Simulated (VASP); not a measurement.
CO2:

```
C O
1.0
     2.79557   -2.51334    0.00000
     2.79557    2.51334    0.00000
     0.00000    0.00000    6.74304
C O
2 4
Direct
  0.00000 0.00000 0.00000
  0.50000 0.50000 0.50000
  0.81328 0.18672 0.89662
  0.18672 0.81328 0.10338
  0.68672 0.31328 0.39662
  0.31328 0.68672 0.60338
```

* Program: VASP 6.6.1
* Task: relaxation of cell and atoms
* Functional: PBE
* Potentials or basis: VASP PAW PBE potentials, release 64 (C, O)
* Cutoff: 600 eV
* k mesh: 6 × 6 × 4
* Occupations: gaussian, width 0.02 eV
* Spin: no spin polarisation

At the start: pressure 2.0 GPa; volume 15.79 Å³/atom.

Task: Where does the relaxation end?

Result: Over 20 steps the energy falls by 3.4 meV/atom and the volume is 17.54 Å³/atom (+11.1 %); space group Cmce (No. 64, to 0.1 Å) before and after.

Step by step:
| step | energy change (eV) | largest force (eV/Å) | pressure (GPa) | volume (Å³) |
| --- | --- | --- | --- | --- |
| 1 | 0.0000 | 0.5971 | 1.99 | 94.76 |
| 2 | 0.2836 | 3.5584 | -9.01 | 97.46 |
| 3 | -0.0075 | 0.0705 | 0.24 | 95.12 |
| 4 | -0.0076 | 0.0390 | 0.31 | 95.10 |
| 5 | -0.0076 | 0.0273 | 0.35 | 95.09 |
| 6 | -0.0086 | 0.0264 | 0.33 | 95.48 |
| 7 | -0.0114 | 0.0226 | 0.27 | 96.64 |
| 8 | -0.0155 | 0.0114 | 0.19 | 98.99 |
| 9 | -0.0193 | 0.0269 | 0.10 | 103.81 |
| 10 | -0.0195 | 0.0355 | 0.09 | 104.91 |
| 11 | 0.0086 | 1.1684 | -2.78 | 106.24 |
| 12 | -0.0195 | 0.0077 | -0.01 | 104.95 |
| 13 | -0.0195 | 0.0053 | -0.01 | 104.95 |
| 14 | -0.0195 | 0.0050 | -0.01 | 104.95 |
| 15 | -0.0196 | 0.0046 | 0.00 | 104.97 |
| 16 | -0.0198 | 0.0056 | -0.01 | 105.05 |
| 17 | -0.0201 | 0.0229 | -0.06 | 105.19 |
| 18 | -0.0202 | 0.0376 | -0.09 | 105.26 |
| 19 | -0.0202 | 0.0265 | -0.07 | 105.25 |
| 20 | -0.0202 | 0.0036 | 0.00 | 105.25 |

Final structure:
```cif
data_structure
_symmetry_space_group_name_H-M 'P 1'
_symmetry_Int_Tables_number 1
_cell_length_a 3.9453
_cell_length_b 3.9453
_cell_length_c 6.8150
_cell_angle_alpha 90.000
_cell_angle_beta 90.000
_cell_angle_gamma 82.825
_cell_volume 105.25
loop_
_atom_site_label
_atom_site_type_symbol
_atom_site_fract_x
_atom_site_fract_y
_atom_site_fract_z
_atom_site_occupancy
C1 C 0.00000 0.00000 0.00000 1
C2 C 0.50000 0.50000 0.50000 1
O1 O 0.81613 0.18387 0.90041 1
O2 O 0.18387 0.81613 0.09959 1
O3 O 0.68387 0.31613 0.40041 1
O4 O 0.31613 0.68387 0.59959 1
```

Caveat: this functional lacks dispersion, which holds the molecules together, so the pressure and a relaxed volume are unreliable.
